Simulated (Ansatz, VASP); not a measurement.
This is a calculation of C for Ansatz 0.2.0.

Contents of input:

```
crystal:
  lattice:
    - [2.5043425914, 0.0, 0.0]
    - [-1.2521712957, 2.168824304, 0.0]
    - [0.0, 0.0, 8.6909792017]
  atoms:
    - { symbol: C, position: [0.6666666667, 0.3333333333, 0.0] }
    - { symbol: C, position: [0.3333333333, 0.6666666667, 0.0] }
hamiltonian:
  xc: pbe0
  pseudopotentials: { kind: paw }
kpoints:
  mp_grid: { grid: [8, 8, 2] }
scf:
  occupations: { method: fermi_dirac, width: 0.05 }
output:
  forces: true
  stress: true
  eigenvalues: true
```

Question: Translate it to VASP 6.6.1. Potentials there: VASP PAW PBE potentials, release 64 (C).

Answer: As run (the cutoff follows the program's own potentials):

The input POSCAR:

```
C
1.0
    2.5043425914      0.0000000000      0.0000000000
   -1.2521712957      2.1688243040      0.0000000000
    0.0000000000      0.0000000000      8.6909792017
C
2
Direct
    0.6666666667      0.3333333333      0.0000000000
    0.3333333333      0.6666666667      0.0000000000
```

File INCAR.step1:

```
PREC = Accurate
ENCUT = 520
EDIFF = 1E-5
ISMEAR = -1
SIGMA = 0.05
LREAL = False
LASPH = True
NELM = 60
ALGO = Normal
ISIF = 2
LWAVE = True
LCHARG = False
GGA = PE
NBANDS = 11
```

File INCAR.step2:

```
PREC = Accurate
ENCUT = 520
EDIFF = 1E-6
ISMEAR = -1
SIGMA = 0.05
LREAL = False
LASPH = True
NELM = 60
ALGO = Normal
ISIF = 2
LWAVE = False
LCHARG = False
GGA = PE
LHFCALC = True
AEXX = 0.25
PRECFOCK = Normal
ISTART = 1
NBANDS = 11
```

The input KPOINTS:

```
regular mesh
0
Gamma
  8 8 2
```

Potentials or basis: VASP PAW PBE potentials, release 64 (C).

The run is started by

```bash
$ cat potpaw_PBE.64/C/POTCAR > POTCAR
$ cp INCAR.step1 INCAR
$ mpirun -np 1 vasp_std > vasp.out
$ cp INCAR.step2 INCAR
$ mpirun -np 1 vasp_std > vasp.out
```

Both were run:

|  | VASP | Ansatz | Ansatz less VASP |
| --- | --- | --- | --- |
| gap on the k mesh at the Fermi level (eV) | 2.97 | 2.92 | -0.050 |
| least direct gap on the mesh (eV) | 2.97 | 2.92 | -0.050 |

The functional is the same, so the differences come from potentials, cutoffs and numerics.
